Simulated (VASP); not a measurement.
# Rb: single point with LDA

Crystal: Rb.

```
CELL_PARAMETERS angstrom
0.00000 3.63988 3.63988
3.63988 0.00000 3.63988
3.63988 3.63988 0.00000
ATOMIC_POSITIONS crystal
Rb 0.00000 0.00000 0.00000
```

```yaml
Program: VASP 6.6.1
Task: single point
Functional: LDA
Potentials_or_basis: VASP PAW LDA potentials, release 64 (Rb_sv)
Cutoff: 500 eV
k_mesh: 4 × 4 × 4
Occupations: gaussian, width 0.1 eV
Spin: no spin polarisation
```

| Quantity | Value |
| --- | --- |
| Pressure | -0.5 GPa |

Levels at points of the mesh, in eV from the Fermi level:
| k point | band 2 | band 3 | band 4 | band 5 | band 6 | band 7 | band 8 | band 9 |
| --- | --- | --- | --- | --- | --- | --- | --- | --- |
| (0.00, 0.00, 0.00) | -13.06 | -13.06 | -13.06 | -2.04 | 3.33 | 3.33 | 3.33 | 4.58 |
| (0.50, 0.00, 0.00) | -13.14 | -13.07 | -13.07 | -0.04 | 0.56 | 3.15 | 3.15 | 5.06 |
| (0.50, 0.50, 0.00) | -13.13 | -13.09 | -13.09 | 0.53 | 1.23 | 1.68 | 4.16 | 4.16 |

Wall time 13 s on 1 thread of Intel Xeon 8259CL, on a shared host, peak memory 0.18 GiB.

Caveat: the k points lie up to 0.37 Å⁻¹ apart.
